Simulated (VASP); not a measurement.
Write the native input for VASP 6.6.1 that does the following.

* Task: single point
* Functional: PBE
* Potentials or basis: VASP PAW PBE potentials, release 64 (Rh_pv)
* Cutoff: 520 eV
* k mesh: 12 × 12 × 12
* Occupations: fermi-dirac, width 0.05 eV
* Spin: no spin polarisation
* Dipole correction: no
* Further INCAR settings: ALGO = Normal; EDIFF = 1e-06; NBANDS = 14

The structure of Rh lies in POSCAR:

```
Rh
1.0
    0.0000000000      1.8978500000      1.8978500000
    1.8978500000      0.0000000000      1.8978500000
    1.8978500000      1.8978500000      0.0000000000
Rh
1
Direct
    0.0000000000      0.0000000000      0.0000000000
```

One way to write it, as run:

INCAR

```
PREC = Accurate
ENCUT = 520
EDIFF = 1E-6
ISMEAR = -1
SIGMA = 0.05
LREAL = False
LASPH = True
NELM = 80
ALGO = Normal
ISIF = 2
LWAVE = False
LCHARG = False
GGA = PE
NBANDS = 14
```

KPOINTS

```
Automatic mesh
0
Gamma
  12 12 12
```

Potentials or basis: VASP PAW PBE potentials, release 64 (Rh_pv).

Run with:

```console
$ cat potpaw_PBE.64/Rh_pv/POTCAR > POTCAR
$ mpirun -np 1 vasp_std > vasp.out
```

Results of the run:

```
Pressure : 7.5 GPa
```

Wall time 6.9 s on 1 thread of AMD EPYC 7R13 Processor (Zen 3), on a shared host, peak memory 0.1 GiB.
